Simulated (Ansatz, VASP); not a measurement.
One calculation of Ca4Bi2O, two programs

File INCAR:

```
PREC = Accurate
ENCUT = 520
EDIFF = 1E-6
ISMEAR = 0
SIGMA = 0.05
LREAL = False
LASPH = True
NELM = 100
ALGO = Normal
ISIF = 2
LWAVE = False
LCHARG = True
GGA = CA
LELF = True
LVHAR = True
NBANDS = 47
```

Contents of KPOINTS:

```
Automatic mesh
0
Gamma
  6 6 6
```

POSCAR

```
Ca4Bi2O
1.0
    0.0000000000     -4.7532325118      0.0000000000
    4.7532325118      0.0000000000      0.0000000000
   -2.3766162559      2.3766162559      8.2689634701
Ca Bi O
4 2 1
Direct
    0.3372786500      0.3372786500      0.6745573000
    0.5000000000      0.0000000000      0.0000000000
    0.6627213500      0.6627213500      0.3254427000
    0.0000000000      0.5000000000      0.0000000000
    0.1407579200      0.1407579200      0.2815158400
    0.8592420800      0.8592420800      0.7184841600
    0.5000000000      0.5000000000      0.0000000000
```

Input for Ansatz:

```yaml
crystal:
  lattice:
    - [0.0, -4.7532325118, 0.0]
    - [4.7532325118, 0.0, 0.0]
    - [-2.3766162559, 2.3766162559, 8.2689634701]
  atoms:
    - { symbol: Ca, position: [0.33727865, 0.33727865, 0.6745573] }
    - { symbol: Ca, position: [0.5, 0.0, 0.0] }
    - { symbol: Ca, position: [0.66272135, 0.66272135, 0.3254427] }
    - { symbol: Ca, position: [0.0, 0.5, 0.0] }
    - { symbol: Bi, position: [0.14075792, 0.14075792, 0.28151584] }
    - { symbol: Bi, position: [0.85924208, 0.85924208, 0.71848416] }
    - { symbol: O, position: [0.5, 0.5, 0.0] }
basis:
  ecutwfc: 420
  fft_grid_basis: typed
kpoints:
  mp_grid: { grid: [6, 6, 6] }
hamiltonian:
  xc: lda
  pseudopotentials: { kind: paw }
scf:
  occupations: { method: gaussian, width: 0.05 }
output:
  forces: true
  stress: true
  eigenvalues: true
  bader: true
  write_density: true
  volumetric_format: npy
  elf: true
```

Alike in both runs: task single point; functional LDA; k mesh 6 × 6 × 6; occupations gaussian, width 0.05 eV; no spin polarisation.

```csv
,VASP,Ansatz
version,VASP 6.6.1,Ansatz 0.2.0
potentials or method,"VASP PAW LDA potentials, release 64 (Ca_sv, Bi_d, O), cutoff 520 eV","scalar-relativistic, plane waves, PAW"
valence electrons in the cell,76,76
```

```tsv
	VASP	Ansatz	Ansatz less VASP
gap on the k mesh at the Fermi level (eV)	0.76	0.77	+0.011
pressure (GPa)	-3.5	-3.7	-0.16
traceless stress, the component that is largest in VASP (GPa)	0.19	0.23	+0.048
rms of the force components (eV/Å)	0.042	0.045	+0.0032
```

LDA's correlation is that of Perdew and Zunger in VASP and of Perdew and Wang (1992) in Ansatz. Atom by atom the forces differ by 0.003 eV/Å (rms over components).

Neither program's run includes spin-orbit coupling.
